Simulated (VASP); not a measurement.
# GdO4 (P-43m) in VASP: relaxation of cell and atoms with PBE

Aim: the relaxation of cell and atoms of GdO4 with PBE.

Program: VASP 6.6.1. These are calculated values, not measurements. Logs are shortened: lines on timing, memory, paths and dates and some standing lists are left out, and cuts for length are marked.

## Step 1: The cell of the first run

The structure is cubic, space group P-43m (No. 215). The conventional cell has a = 4.064 Å, b = 4.064 Å, c = 4.064 Å, α = 90.00°, β = 90.00°, γ = 90.00°. Gd (site symmetry -43m) has 4 O at 2.18 Å within 2.9 Å. Within 3.0 Å of O (site symmetry 3m) lie 1 Gd at 2.18 Å and 9 O at 2.19 to 2.95 Å.

The cell was generated, and may not be a known phase.

## Step 2: Relaxation of cell and atoms, PBE, collinear spin, ferrimagnetic start

The input, INCAR:

```
SYSTEM = GdO4
ALGO = Normal
EDIFF = 1E-7
EDIFFG = -0.01
ENCUT = 600
GGA = PE
IBRION = 2
ISIF = 3
ISMEAR = 0
ISPIN = 2
LASPH = .TRUE.
LCHARG = .FALSE.
LMAXMIX = 6
LORBIT = 11
LREAL = .FALSE.
LWAVE = .FALSE.
MAGMOM = 7.26 -1.25 -1.25 -1.25 -1.25
NELM = 150
NSW = 100
PREC = Accurate
SIGMA = 0.1
```

The input, KPOINTS:

```
k-points
0
G
  10 10 10
  0 0 0
```

The input, POSCAR:

```
GdO4
1.0
    4.0637023623      0.0000000000      0.0000000000
    0.0000000000      4.0637023623      0.0000000000
    0.0000000000      0.0000000000      4.0637023623
Gd O
1 4
Direct
    0.0000000000      0.0000000000      0.0000000000
    0.3090707196      0.6909292804      0.6909292804
    0.6909292804      0.3090707196      0.6909292804
    0.6909292804      0.6909292804      0.3090707196
    0.3090707196      0.3090707196      0.3090707196
```

Potentials or basis: VASP PAW PBE potentials, release 64 (Gd, O).

Command:

```bash
$ cat potpaw_PBE.64/Gd/POTCAR potpaw_PBE.64/O/POTCAR > POTCAR
$ mpirun -np 1 vasp_std > vasp.out
```

OUTCAR:

```text
SYSTEM = GdO4
   EDIFF = 1E-7
   EDIFFG = -0.01
   ENCUT = 600
   GGA = PE
   IBRION = 2
   ISIF = 3
   ISMEAR = 0
   ISPIN = 2
   LASPH = .TRUE.
   LORBIT = 11
   LREAL = .FALSE.
   NELM = 150
   NSW = 100
   PREC = Accurate

 ion  position               nearest neighbor table
   1  0.000  0.000  0.000-   2 2.18   3 2.18   4 2.18   5 2.18
   2  0.309  0.691  0.691-   1 2.18
   3  0.691  0.309  0.691-   1 2.18
   4  0.691  0.691  0.309-   1 2.18
   5  0.309  0.309  0.309-   1 2.18

  LATTYP: Found a simple cubic cell.
 ALAT       =     4.0637023623

  Lattice vectors:

 A1 = (   4.0637023623,   0.0000000000,   0.0000000000)
 A2 = (   0.0000000000,   4.0637023623,   0.0000000000)
 A3 = (   0.0000000000,   0.0000000000,   4.0637023623)

Analysis of symmetry for initial positions (statically):
=====================================================================
 Subroutine PRICEL returns:
 Original cell was already a primitive cell.

 Routine SETGRP: Setting up the symmetry group for a
 simple cubic supercell.

 Subroutine GETGRP returns: Found 24 space group operations
 (whereof 24 operations were pure point group operations)
 out of a pool of 48 trial point group operations.

The static configuration has the point symmetry T_d .

Analysis of symmetry for dynamics (positions and initial velocities):
=====================================================================
 Subroutine PRICEL returns:
 Original cell was already a primitive cell.

 Routine SETGRP: Setting up the symmetry group for a
 simple cubic supercell.

 Subroutine GETGRP returns: Found 24 space group operations
 (whereof 24 operations were pure point group operations)
 out of a pool of 48 trial point group operations.

The dynamic configuration has the point symmetry T_d .

Analysis of structural, dynamic, and magnetic symmetry:
=====================================================================
 Subroutine PRICEL returns:
 Original cell was already a primitive cell.

 Routine SETGRP: Setting up the symmetry group for a
 simple cubic supercell.

 Subroutine GETGRP returns: Found 24 space group operations
 (whereof 24 operations were pure point group operations)
 out of a pool of 48 trial point group operations.

The overall configuration has the point symmetry T_d .

 Subroutine INISYM returns: Found 24 space group operations
 (whereof 24 operations are pure point group operations),
 and found     1 'primitive' translations

----------------------------------------------------------------------------------------

                                     Primitive cell

  volume of cell :      67.1067

  direct lattice vectors                    reciprocal lattice vectors
     4.063702362  0.000000000  0.000000000     0.246081015  0.000000000  0.000000000
     0.000000000  4.063702362  0.000000000     0.000000000  0.246081015  0.000000000
     0.000000000  0.000000000  4.063702362     0.000000000  0.000000000  0.246081015

  length of vectors
     4.063702362  4.063702362  4.063702362     0.246081015  0.246081015  0.246081015

  position of ions in fractional coordinates (direct lattice)
     0.000000000  0.000000000  0.000000000
     0.309070720  0.690929280  0.690929280
     0.690929280  0.309070720  0.690929280
     0.690929280  0.690929280  0.309070720
     0.309070720  0.309070720  0.309070720

  ion indices of the primitive-cell ions
   primitive index   ion index
                 1           1
                 2           2
                 3           3
                 4           4
                 5           5

----------------------------------------------------------------------------------------

 KPOINTS: k-points

Automatic generation of k-mesh.
 Grid dimensions read from file:
 generate k-points for:   10   10   10

 Generating k-lattice:

  Cartesian coordinates                     Fractional coordinates (reciprocal lattice)
     0.024608101  0.000000000  0.000000000     0.100000000  0.000000000  0.000000000
     0.000000000  0.024608101  0.000000000     0.000000000  0.100000000  0.000000000
     0.000000000  0.000000000  0.024608101     0.000000000  0.000000000  0.100000000

  Length of vectors
     0.024608101  0.024608101  0.024608101

  Shift w.r.t. Gamma in fractional coordinates (k-lattice)
     0.000000000  0.000000000  0.000000000

 Subroutine IBZKPT returns following result:
 ===========================================

 Found     56 irreducible k-points:

 Following reciprocal coordinates:
            Coordinates               Weight
  0.000000  0.000000  0.000000      1.000000
  0.100000  0.000000  0.000000      6.000000
  0.200000  0.000000  0.000000      6.000000
  0.300000  0.000000  0.000000      6.000000
  0.400000  0.000000  0.000000      6.000000
  0.500000  0.000000  0.000000      3.000000
[... 16 lines left out ...]
  0.200000  0.100000  0.100000     24.000000
  0.300000  0.100000  0.100000     24.000000
 [... further k-points ...]
   k-points           NKPTS =     56   k-points in BZ     NKDIM =     56   number of bands    NBANDS=     26
   number of dos      NEDOS =    301   number of ions     NIONS =      5
   total plane-waves  NPLWV =  32768
   dimension x,y,z NGX =    32 NGY =   32 NGZ =   32
   dimension x,y,z NGXF=    64 NGYF=   64 NGZF=   64
   ions per type =               1   4
   NGX,Y,Z   is equivalent  to a cutoff of  13.09, 13.09, 13.09 a.u.
   NGXF,Y,Z  is equivalent  to a cutoff of  26.18, 26.18, 26.18 a.u.
 SYSTEM =  GdO4
   PREC   = accura    normal or accurate (medium, high low for compatibility)
   ISTART =      0    job   : 0-new  1-cont  2-samecut
   ICHARG =      2    charge: 1-file 2-atom 10-const
   ISPIN  =      2    spin polarized calculation?
   LNONCOLLINEAR =      F non collinear calculations
   LSORBIT =      F    spin-orbit coupling
   LASPH  =      T    aspherical Exc in radial PAW
   ENCUT  =  600.0 eV  44.10 Ry    6.64 a.u.   8.12  8.12  8.12*2*pi/ulx,y,z
   NELM   =    150;   NELMIN=  2; NELMDL= -5     # of ELM steps
   EDIFF  = 0.1E-06   stopping-criterion for ELM
   LREAL  =      F    real-space projection
   EDIFFG = -.1E-01   stopping-criterion for IOM
   NSW    =    100    number of steps for IOM
   IBRION =      2    ionic relax: 0-MD 1-quasi-New 2-CG
   NFREE  =      1    steps in history (QN), initial steepest desc. (CG)
   ISIF   =      3    stress and relaxation
   ISYM   =      2    0-nonsym 1-usesym 2-fastsym
   POTIM  = 0.5000    time-step for ionic-motion
   TEBEG  =    0.0;   TEEND  =   0.0 temperature during run
   PSTRESS=    0.0 pullay stress
   NELECT =      42.0000    total number of electrons
   NUPDOWN=      -1.0000    fix difference up-down
   EMIN   =  10.00;   EMAX   =-10.00  energy-range for DOS
   EFERMI =   0.00;   METHOD = LEGACY
   ISMEAR =     0;   SIGMA  =   0.10  broadening in eV -4-tet -1-fermi 0-gaus
   EFERMI_NEDOS =   21; number of points for ismear=-14 and -15
   IALGO  =     38    algorithm
   IMIX   =      4    mixing-type and parameters
     AMIX     =   0.40;   BMIX     =  1.00
     AMIX_MAG =   1.60;   BMIX_MAG =  1.00
  volume/ion in A,a.u.               =      13.42        90.57
  Fermi-wavevector in a.u.,A,eV,Ry     =   1.400348  2.646274 26.680686  1.960975
  Thomas-Fermi vector in A             =   2.523318
   LORBIT       =     11    0 simple, 1 ext, 2 COOP (PROOUT), +10 PAW based schemes
   GGA     = PE    functional components
   LHFCALC =     F    Hartree Fock is set to
   AEXX    =    0.0000 exact exchange contribution
   IVDW    =     0    specifies the selected vdW correction
   LEPSILON=     F    determine dielectric tensor
   LRPA    =     F    only Hartree local field effects (RPA)
 conjugate gradient relaxation of ions
 spin polarized calculation
 Gauss-broadening in eV      SIGMA  =   0.10
  energy-cutoff  :      600.00
  volume of cell :       67.11
 maximum number of plane-waves:      2284
   NGX = 17   NGY = 17   NGZ = 17

--------------------------------------- Ionic step        1  -------------------------------------------

 number of electron      42.0000001 magnetization       7.0769545

 Free energy of the ion-electron system (eV)
  ---------------------------------------------------
  ext. energy  EPLUGINS =         0.00000000
  ---------------------------------------------------
  free energy    TOTEN  =       -31.71150185 eV

  energy without entropy =      -31.67778464  energy(sigma->0) =      -31.69464324

------------------------ aborting loop EDIFF was not reached (unconverged)  ----------------------------

  FORCE on cell =-STRESS in cart. coord.  units (eV):
  Direction    XX          YY          ZZ          XY          YZ          ZX
  --------------------------------------------------------------------------------------
  -------------------------------------------------------------------------------------
  Total       -1.0582552     -1.0582552     -1.0582552      0.0000000      0.0000000      0.0000000
  in kB      -25.2659326    -25.2659326    -25.2659326      0.0000000      0.0000000      0.0000000
  external PRESSURE =     -25.2659326 kB  Pullay stress =       0.0000000 kB

 VOLUME and BASIS-vectors are now :
 -----------------------------------------------------------------------------
  energy-cutoff  :      600.00
  volume of cell :       67.11
      direct lattice vectors                 reciprocal lattice vectors
     4.063702362  0.000000000  0.000000000     0.246081015  0.000000000  0.000000000
     0.000000000  4.063702362  0.000000000     0.000000000  0.246081015  0.000000000
     0.000000000  0.000000000  4.063702362     0.000000000  0.000000000  0.246081015
[... 93 lines left out ...]
  energy  without entropy=      -31.6967734681  energy(sigma->0) =      -31.71434085

--------------------------------------- Ionic step        4  -------------------------------------------

 number of electron      41.9999999 magnetization       6.9831688

 Free energy of the ion-electron system (eV)
  ---------------------------------------------------
  ext. energy  EPLUGINS =         0.00000000
  ---------------------------------------------------
  free energy    TOTEN  =       -31.73361286 eV

  energy without entropy =      -31.69815689  energy(sigma->0) =      -31.71588487

 E-fermi :   0.8923     XC(G=0): -10.5786

 val. band max:        0.8910400277   @ k =   0.5000   0.5000   0.1000
 cond. band min:       0.8934315211   @ k =   0.5000   0.4000   0.4000
 fundamental gap:      0.0023914934
 Fermi energy:         0.8922901059

 spin component 1

 k-point     1 :       0.0000    0.0000    0.0000
  band No.  band energies     occupation
      1     -42.1654      1.00000
      2     -19.9865      1.00000
      3     -19.9865      1.00000
      4     -19.9865      1.00000
      5     -17.4855      1.00000
      6     -14.4651      1.00000
[... 685 lines left out ...]
     25       0.7138      0.99420
     26       1.1812      0.00002

 [... further k-points ...]

 spin component 2

 k-point     1 :       0.0000    0.0000    0.0000
  band No.  band energies     occupation
      1     -39.0313      1.00000
      2     -18.1593      1.00000
      3     -18.1593      1.00000
      4     -18.1593      1.00000
      5     -17.4227      1.00000
      6     -14.0643      1.00000
[... 719 lines left out ...]
  FREE ENERGIE OF THE ION-ELECTRON SYSTEM (eV)
  ---------------------------------------------------
  free  energy   TOTEN  =       -31.7336128566 eV

  energy  without entropy=      -31.6981568920  energy(sigma->0) =      -31.71588487

 reached required accuracy - stopping structural energy minimisation

 total charge

# of ion       s       p       d       f       tot
--------------------------------------------------
    1        2.030   5.621   0.553   7.034  15.238
    2        1.614   3.132   0.000   0.000   4.746
    3        1.614   3.132   0.000   0.000   4.746
    4        1.614   3.132   0.000   0.000   4.746
    5        1.614   3.132   0.000   0.000   4.746
--------------------------------------------------
tot          8.486  18.149   0.553   7.034  34.222

 magnetization (x)

# of ion       s       p       d       f       tot
--------------------------------------------------
    1        0.001  -0.054   0.115   6.748   6.810
    2        0.008  -0.015   0.000   0.000  -0.008
    3        0.008  -0.015   0.000   0.000  -0.008
    4        0.008  -0.015   0.000   0.000  -0.008
    5        0.008  -0.015   0.000   0.000  -0.008
--------------------------------------------------
tot          0.032  -0.116   0.115   6.748   6.779
```

Run time: 59 min. Hardware: 1 thread of Intel Xeon Platinum 8259CL at 2.50GHz (Skylake/Cascade Lake), shared host; peak memory 0.38 GiB.

What came out:

| Property | Result |
| --- | --- |
| Free energy | -31.7336 eV |
| Relaxed volume | 12.94 Å³/atom |
| Relaxed cell | a = 4.015 Å, b = 4.015 Å, c = 4.015 Å, α = 90.00°, β = 90.00°, γ = 90.00° |
| Space group after relaxing (to 0.1 Å) | P-43m (No. 215) |
| Energy gained by relaxing | 4.4 meV/atom |
| Ionic steps | 4 |
| Pressure after relaxing | 0.0 GPa |
| Largest force after relaxing | 0.006 eV/Å |
| Net moment | 6.98 μB per cell |
| Site moments | Gd +6.81; O -0.01 μB |
| Valence electrons inside the program's atomic spheres | Gd 15.24; O 4.75 |

Forces on the atoms (eV/Å):
```
Gd   0.000  0.000  0.000
O    0.004 -0.004 -0.004
O   -0.004  0.004 -0.004
O   -0.004 -0.004  0.004
O    0.004  0.004  0.004
```

Step by step:
```
step  energy change (eV)  largest force (eV/Å)  pressure (GPa)  volume (Å³)
   1              0.0000                0.0997           -2.53        67.11
   2             -0.0200                0.1211           -0.22        65.07
   3             -0.0204                0.1242            0.19        64.74
   4             -0.0221                0.0062            0.01        64.70
```

Final structure:
```
Gd O
1.0
     4.01462    0.00000    0.00000
     0.00000    4.01462    0.00000
     0.00000    0.00000    4.01462
Gd O
1 4
Direct
  0.00000 0.00000 0.00000
  0.31082 0.68918 0.68918
  0.68918 0.31082 0.68918
  0.68918 0.68918 0.31082
  0.31082 0.31082 0.31082
```

Caveat: the highest band is partly filled, so the run has too few bands; spin-orbit coupling is left out, which moves the levels of the heavy elements; a cell with one magnetic atom can't hold antiferromagnetic order, which such compounds often take; semilocal functionals describe open f shells poorly, which spoils levels, moments and volumes.
